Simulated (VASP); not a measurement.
# SrO (I4/mmm) in VASP: further runs, part 2 of 2

VASP 6.6.1.

## (3) Single point, r2SCAN

This run uses another cell than the first one, of the same volume but with other edges.

File POSCAR:

```
SrO
1.0
    0.0000000000      2.2895467809      3.2374191482
    2.2895467809      0.0000000000      3.2374191482
    2.2895467809      2.2895467809      0.0000000000
Sr O
1 1
Direct
    0.0000000000      0.0000000000      0.0000000000
    0.5000000000      0.5000000000      0.5000000000
```

File INCAR.step1:

```
SYSTEM = SrO
ALGO = Normal ; EDIFF = 1E-4
ENCUT = 520 ; GGA = PE
ISMEAR = 0 ; LASPH = .TRUE.
LCHARG = .FALSE. ; LREAL = .FALSE.
LWAVE = .TRUE. ; NBANDS = 15
NELM = 80 ; PREC = Accurate
SIGMA = 0.05
```

File INCAR.step2:

```
SYSTEM = SrO
ALGO = Normal ; EDIFF = 1E-6
ENCUT = 520 ; ISIF = 2
ISMEAR = 0 ; ISTART = 1
LASPH = .TRUE. ; LCHARG = .TRUE.
LELF = .TRUE. ; LMIXTAU = .TRUE.
LREAL = .FALSE. ; LVHAR = .TRUE.
LWAVE = .FALSE. ; METAGGA = R2SCAN
NBANDS = 15 ; NELM = 80
PREC = Accurate ; SIGMA = 0.05
```

File KPOINTS:

```
k-points
0
G
  8 8 8
  0 0 0
```

Potentials or basis: VASP PAW PBE potentials, release 64 (Sr_sv, O).

Started as:

```bash
cat potpaw_PBE.64/Sr_sv/POTCAR potpaw_PBE.64/O/POTCAR > POTCAR
cp INCAR.step1 INCAR
mpirun -np 1 vasp_std > vasp.out
cp INCAR.step2 INCAR
mpirun -np 1 vasp_std > vasp.out
```

OUTCAR:

```text
SYSTEM = SrO
   EDIFF = 1E-6
   ENCUT = 520
   ISIF = 2
   ISMEAR = 0
   ISTART = 1
   LASPH = .TRUE.
   LREAL = .FALSE.
   METAGGA = R2SCAN
   NELM = 80
   PREC = Accurate

 ion  position               nearest neighbor table
   1  0.000  0.000  0.000-   2 2.29   2 2.29   2 2.29   2 2.29   2 3.24   2 3.24
   2  0.500  0.500  0.500-   1 2.29   1 2.29   1 2.29   1 2.29   1 3.24   1 3.24

  LATTYP: Found a body centered tetragonal cell.
 ALAT       =     3.2379081092
 C/A-ratio  =     1.9996979772

  Lattice vectors:

 A1 = (  -2.2895467809,   0.0000000000,   3.2374191482)
 A2 = (   2.2895467809,   0.0000000000,   3.2374191482)
 A3 = (   0.0000000000,   2.2895467809,  -3.2374191482)

Analysis of symmetry for initial positions (statically):
=====================================================================
 Subroutine PRICEL returns:
 Original cell was already a primitive cell.

 Routine SETGRP: Setting up the symmetry group for a
 body centered tetragonal supercell.

 Subroutine GETGRP returns: Found 16 space group operations
 (whereof 16 operations were pure point group operations)
 out of a pool of 16 trial point group operations.

The static configuration has the point symmetry D_4h.

Analysis of symmetry for dynamics (positions and initial velocities):
=====================================================================
 Subroutine PRICEL returns:
 Original cell was already a primitive cell.

 Routine SETGRP: Setting up the symmetry group for a
 body centered tetragonal supercell.

 Subroutine GETGRP returns: Found 16 space group operations
 (whereof 16 operations were pure point group operations)
 out of a pool of 16 trial point group operations.

The dynamic configuration has the point symmetry D_4h.

 Subroutine INISYM returns: Found 16 space group operations
 (whereof 16 operations are pure point group operations),
 and found     1 'primitive' translations

----------------------------------------------------------------------------------------

                                     Primitive cell

  volume of cell :      33.9413

  direct lattice vectors                    reciprocal lattice vectors
     0.000000000  2.289546781  3.237419148    -0.218383832  0.218383832  0.154444011
     2.289546781  0.000000000  3.237419148     0.218383832 -0.218383832  0.154444011
     2.289546781  2.289546781  0.000000000     0.218383832  0.218383832 -0.154444011

  length of vectors
     3.965212126  3.965212126  3.237908109     0.345305588  0.345305588  0.345305588

  position of ions in fractional coordinates (direct lattice)
     0.000000000  0.000000000  0.000000000
     0.500000000  0.500000000  0.500000000

  ion indices of the primitive-cell ions
   primitive index   ion index
                 1           1
                 2           2

----------------------------------------------------------------------------------------

 KPOINTS: k-points

Automatic generation of k-mesh.
 Grid dimensions read from file:
 generate k-points for:    8    8    8

 Generating k-lattice:

  Cartesian coordinates                     Fractional coordinates (reciprocal lattice)
    -0.027297979  0.027297979  0.019305501     0.125000000  0.000000000  0.000000000
     0.027297979 -0.027297979  0.019305501     0.000000000  0.125000000  0.000000000
[... 41 lines left out ...]
   number of dos      NEDOS =    301   number of ions     NIONS =      2
   total plane-waves  NPLWV =  21600
   dimension x,y,z NGX =    30 NGY =   30 NGZ =   24
   dimension x,y,z NGXF=    60 NGYF=   60 NGZF=   48
   ions per type =               1   1
   NGX,Y,Z   is equivalent  to a cutoff of  12.58, 12.58, 12.32 a.u.
   NGXF,Y,Z  is equivalent  to a cutoff of  25.16, 25.16, 24.64 a.u.
 SYSTEM =  SrO
   PREC   = accura    normal or accurate (medium, high low for compatibility)
   ISTART =      1    job   : 0-new  1-cont  2-samecut
   ICHARG =      0    charge: 1-file 2-atom 10-const
   ISPIN  =      1    spin polarized calculation?
   LNONCOLLINEAR =      F non collinear calculations
   LSORBIT =      F    spin-orbit coupling
   LASPH  =      T    aspherical Exc in radial PAW
   ENCUT  =  520.0 eV  38.22 Ry    6.18 a.u.   7.37  7.37  6.02*2*pi/ulx,y,z
   NELM   =     80;   NELMIN=  2; NELMDL=  0     # of ELM steps
   EDIFF  = 0.1E-05   stopping-criterion for ELM
   LREAL  =      F    real-space projection
   EDIFFG = 0.1E-04   stopping-criterion for IOM
   NSW    =      0    number of steps for IOM
   IBRION =     -1    ionic relax: 0-MD 1-quasi-New 2-CG
   NFREE  =      0    steps in history (QN), initial steepest desc. (CG)
   ISIF   =      2    stress and relaxation
   ISYM   =      2    0-nonsym 1-usesym 2-fastsym
   POTIM  = 0.5000    time-step for ionic-motion
   TEBEG  =    0.0;   TEEND  =   0.0 temperature during run
   PSTRESS=    0.0 pullay stress
   NELECT =      16.0000    total number of electrons
   NUPDOWN=      -1.0000    fix difference up-down
   EMIN   =  10.00;   EMAX   =-10.00  energy-range for DOS
   EFERMI =   0.00;   METHOD = LEGACY
   ISMEAR =     0;   SIGMA  =   0.05  broadening in eV -4-tet -1-fermi 0-gaus
   EFERMI_NEDOS =   21; number of points for ismear=-14 and -15
   IALGO  =     38    algorithm
   IMIX   =      4    mixing-type and parameters
     AMIX     =   0.40;   BMIX     =  1.00
     AMIX_MAG =   1.60;   BMIX_MAG =  1.00
  volume/ion in A,a.u.               =      16.97       114.52
  Fermi-wavevector in a.u.,A,eV,Ry     =   1.274106  2.407711 22.086959  1.623346
  Thomas-Fermi vector in A             =   2.406892
   LORBIT       =      0    0 simple, 1 ext, 2 COOP (PROOUT), +10 PAW based schemes
   METAGGA = R2SCAN    functional components
   LHFCALC =     F    Hartree Fock is set to
   AEXX    =    0.0000 exact exchange contribution
   IVDW    =     0    specifies the selected vdW correction
   LEPSILON=     F    determine dielectric tensor
   LRPA    =     F    only Hartree local field effects (RPA)
 non-spin polarized calculation
 Gauss-broadening in eV      SIGMA  =   0.05
  energy-cutoff  :      520.00
  volume of cell :       33.94
 maximum number of plane-waves:       933
 NGX is ok and might be reduce to    30

 number of electron      16.0000001 magnetization

 Free energy of the ion-electron system (eV)
  ---------------------------------------------------
  ext. energy  EPLUGINS =         0.00000000
  ---------------------------------------------------
  free energy    TOTEN  =       -25.91903533 eV

  energy without entropy =      -25.91903533  energy(sigma->0) =      -25.91903533

 E-fermi :   2.3446     XC(G=0): -10.3957

 val. band max:        2.1247644353   @ k =   0.5000   0.0000   0.5000
 cond. band min:       4.0582186676   @ k =   0.0000   0.0000   0.0000
 fundamental gap:      1.9334542323
 Fermi energy:         2.3446017345

 k-point     1 :       0.0000    0.0000    0.0000
  band No.  band energies     occupation
      1     -31.7070      2.00000
      2     -14.8326      2.00000
      3     -13.1573      2.00000
      4     -12.5878      2.00000
      5     -12.5878      2.00000
      6       0.8951      2.00000
      7       1.8272      2.00000
      8       1.8272      2.00000
      9       4.0582      0.00000
     10       6.9191      0.00000
     11       9.8122      0.00000
     12       9.8122      0.00000
     13      11.6963      0.00000
     14      12.9491      0.00000
[... 401 lines left out ...]
      2     -16.5683      2.00000
      3     -13.1803      2.00000
      4     -12.6437      2.00000
      5     -11.1066      2.00000
      6      -0.4338      2.00000
      7       0.0489      2.00000
      8       0.6446      2.00000
      9       6.8486      0.00000
     10       8.0039      0.00000
     11      11.2437      0.00000
     12      11.5071      0.00000
     13      13.6934      0.00000
     14      15.9270      0.00000
     15      17.1868      0.00000

 [... further k-points ...]

------------------------ aborting loop because EDIFF is reached ----------------------------------------

  FORCE on cell =-STRESS in cart. coord.  units (eV):
  Direction    XX          YY          ZZ          XY          YZ          ZX
  --------------------------------------------------------------------------------------
  -------------------------------------------------------------------------------------
  Total        8.7912006      8.7912006     -1.5227083      0.0000000      0.0000000     -0.0000000
  in kB      414.9834726    414.9834726    -71.8785539      0.0000000      0.0000000     -0.0000000
  external PRESSURE =     252.6961304 kB  Pullay stress =       0.0000000 kB

 VOLUME and BASIS-vectors are now :
 -----------------------------------------------------------------------------
  energy-cutoff  :      520.00
  volume of cell :       33.94
      direct lattice vectors                 reciprocal lattice vectors
     0.000000000  2.289546781  3.237419148    -0.218383832  0.218383832  0.154444011
     2.289546781  0.000000000  3.237419148     0.218383832 -0.218383832  0.154444011
     2.289546781  2.289546781  0.000000000     0.218383832  0.218383832 -0.154444011

 POSITION                                       TOTAL-FORCE (eV/Angst)
 -----------------------------------------------------------------------------------
      0.00000      0.00000      0.00000         0.000000      0.000000     -0.000000
      2.28955      2.28955      3.23742         0.000000      0.000000      0.000000
 -----------------------------------------------------------------------------------
    total drift:                                0.000000      0.000000      0.000000

  FREE ENERGIE OF THE ION-ELECTRON SYSTEM (eV)
  ---------------------------------------------------
  free  energy   TOTEN  =       -25.9190353281 eV

  energy  without entropy=      -25.9190353281  energy(sigma->0) =      -25.91903533
```

It took 72 s on 1 thread of Intel Xeon 6975P-C (Granite Rapids), shared host; peak memory 0.18 GiB.

What came out:

| Property | Result |
| --- | --- |
| Free energy | -25.9190 eV |
| Pressure | 25.3 GPa |
| Band gap on the k mesh | 1.93 eV, indirect (least direct gap 2.23 eV) |

Caveat: the PAW data sets were made with another functional, which shifts forces and pressure a little.

## (4) Single point, r2SCAN

This run uses another cell than the first one, of the same volume but with other edges.

File POSCAR:

```
SrO
1.0
    0.0000000000      2.7128535499      2.3059255175
    2.7128535499      0.0000000000      2.3059255175
    2.7128535499      2.7128535499      0.0000000000
Sr O
1 1
Direct
    0.0000000000      0.0000000000      0.0000000000
    0.5000000000      0.5000000000      0.5000000000
```

File INCAR.step1:

```
SYSTEM = SrO
PREC = Accurate ; ENCUT = 520
ISMEAR = 0 ; SIGMA = 0.05
LREAL = .False. ; LASPH = .True.
NELM = 80 ; NBANDS = 15
GGA = PE ; ALGO = Normal
EDIFF = 1E-4 ; LWAVE = .True.
LCHARG = .False.
```

File INCAR.step2:

```
SYSTEM = SrO
PREC = Accurate ; ENCUT = 520
EDIFF = 1E-7 ; ISMEAR = 0
SIGMA = 0.05 ; LREAL = .False.
LASPH = .True. ; NELM = 80
ALGO = Normal ; ISIF = 2
LWAVE = .False. ; LCHARG = .True.
METAGGA = R2SCAN ; LMIXTAU = .True.
LELF = .True. ; LVHAR = .True.
NBANDS = 15 ; ISTART = 1
```

File KPOINTS:

```
Automatic mesh
0
Gamma
  8 8 8
  0 0 0
```

Started as:

```bash
cat potpaw_PBE.64/Sr_sv/POTCAR potpaw_PBE.64/O/POTCAR > POTCAR
cp INCAR.step1 INCAR
mpirun -np 1 vasp_std > vasp.out
cp INCAR.step2 INCAR
mpirun -np 1 vasp_std > vasp.out
```

Run time: 84 s. Hardware: 1 thread of Intel Xeon 6975P-C (Granite Rapids), shared host; peak memory 0.19 GiB.

The run converged. Its results:

| Property | Result |
| --- | --- |
| Free energy | -26.6966 eV |
| Pressure | 8.4 GPa |
| Band gap on the k mesh | 2.71 eV, indirect (least direct gap 2.84 eV) |

Stress tensor (GPa, compression positive):
```
-3.36  0.00  0.00
 0.00 -3.36  0.00
 0.00  0.00 31.97
```

Levels at points of the mesh, in eV from the valence-band top:
```csv
k point,band 5,band 6,band 7,band 8,band 9,band 10,band 11,band 12
"(0.00, 0.00, 0.00)",-15.03,-0.84,-0.84,-0.01,3.48,5.97,5.97,7.09
"(0.50, 0.00, 0.00)",-13.40,-2.77,-1.93,-1.86,6.43,8.27,8.91,9.21
"(0.50, 0.50, 0.00)",-15.58,-0.93,-0.93,-0.14,2.71,8.29,10.39,10.77
"(0.50, 0.00, 0.50)",-15.19,-1.33,-0.95,0.00,3.52,7.42,10.00,10.19
```

Caveat: the PAW data sets were made with another functional, which shifts forces and pressure a little. A k mesh can miss the band edges.

## (5) Single point, r2SCAN

This run uses another cell than the first one, of the same volume but with other edges.

File POSCAR:

```
SrO
1.0
    0.0000000000      2.4182743870      2.9019292644
    2.4182743870      0.0000000000      2.9019292644
    2.4182743870      2.4182743870      0.0000000000
Sr O
1 1
Direct
    0.0000000000      0.0000000000      0.0000000000
    0.5000000000      0.5000000000      0.5000000000
```

File INCAR.step1:

```
SYSTEM = SrO
PREC     = Accurate       ! precision mode
ENCUT    = 520            ! plane-wave cutoff, eV
ISMEAR   = 0              ! smearing method
SIGMA    = 0.05           ! smearing width, eV
LREAL    = .FALSE.        ! projectors in reciprocal space
LASPH    = .TRUE.         ! aspherical terms in the spheres
NELM     = 100            ! most SCF steps
NBANDS   = 15             ! bands
GGA      = PE             ! functional
ALGO     = Normal         ! electronic algorithm
EDIFF    = 1E-4           ! SCF threshold, eV
LWAVE    = .TRUE.         ! write WAVECAR
LCHARG   = .FALSE.        ! write CHGCAR
```

File INCAR.step2:

```
SYSTEM = SrO
PREC     = Accurate       ! precision mode
ENCUT    = 520            ! plane-wave cutoff, eV
EDIFF    = 1E-6           ! SCF threshold, eV
ISMEAR   = 0              ! smearing method
SIGMA    = 0.05           ! smearing width, eV
LREAL    = .FALSE.        ! projectors in reciprocal space
LASPH    = .TRUE.         ! aspherical terms in the spheres
NELM     = 100            ! most SCF steps
ALGO     = Normal         ! electronic algorithm
ISIF     = 2              ! what is computed and relaxed
LWAVE    = .FALSE.        ! write WAVECAR
LCHARG   = .FALSE.        ! write CHGCAR
METAGGA  = R2SCAN         ! meta-GGA
LMIXTAU  = .TRUE.       
NBANDS   = 15             ! bands
ISTART   = 1
```

File KPOINTS:

```
regular mesh
0
G
  8 8 8
  0 0 0
```

Started as:

```bash
cat potpaw_PBE.64/Sr_sv/POTCAR potpaw_PBE.64/O/POTCAR > POTCAR
cp INCAR.step1 INCAR
mpirun -np 1 vasp_std > vasp.out
cp INCAR.step2 INCAR
mpirun -np 1 vasp_std > vasp.out
```

Run time: 69 s. Hardware: 1 thread of Intel Xeon 6975P-C (Granite Rapids), shared host; peak memory 0.18 GiB.

Results (log left out):

| Property | Result |
| --- | --- |
| Free energy | -26.7403 eV |
| Pressure | 8.5 GPa |
| Band gap on the k mesh | 3.46 eV, direct |

Stress tensor (GPa, compression positive):
```
16.43  0.00  0.00
 0.00 16.43  0.00
 0.00  0.00 -7.22
```

Levels at points of the mesh, in eV from the valence-band top:
```
           k point  band 6  band 7  band 8  band 9  band 10  band 11
(0.00, 0.00, 0.00)   -0.55   -0.04   -0.04    3.62     5.77     7.22
(0.50, 0.00, 0.00)   -2.40   -1.54   -1.53    6.74     8.54     9.46
(0.50, 0.50, 0.00)   -1.23   -0.09   -0.09    3.96     8.63    10.06
(0.50, 0.00, 0.50)   -0.71   -0.22    0.00    3.46     7.97    10.04
```

Caveat: the PAW data sets were made with another functional, which shifts forces and pressure a little. A k mesh can miss the band edges.

## (6) The runs side by side

| cell | gap on the mesh (eV) | pressure (GPa) |
| --- | --- | --- |
| a = 3.533, b = 3.533, c = 4.080 Å, angles 54.7, 54.7, 70.5°, 2 atoms | 0.40 | 37.5 |
| a = 3.965, b = 3.965, c = 3.238 Å, angles 65.9, 65.9, 48.2°, 2 atoms | 1.93 | 25.3 |
| a = 3.560, b = 3.560, c = 3.837 Å, angles 57.4, 57.4, 65.2°, 2 atoms | 2.71 | 8.4 |
| a = 3.777, b = 3.777, c = 3.420 Å, angles 63.1, 63.1, 53.8°, 2 atoms | 3.46 | 8.5 |

Alike in all rows: task single point; level r2SCAN; potentials or basis VASP PAW PBE potentials, release 64 (Sr_sv, O); no spin polarisation; k mesh 8 × 8 × 8; cutoff (eV) 520; smearing gaussian 0.05 eV.

Caveats: the PAW data sets were made with another functional, which shifts forces and pressure a little.

Absolute energies hang on the potentials; compare differences alone.
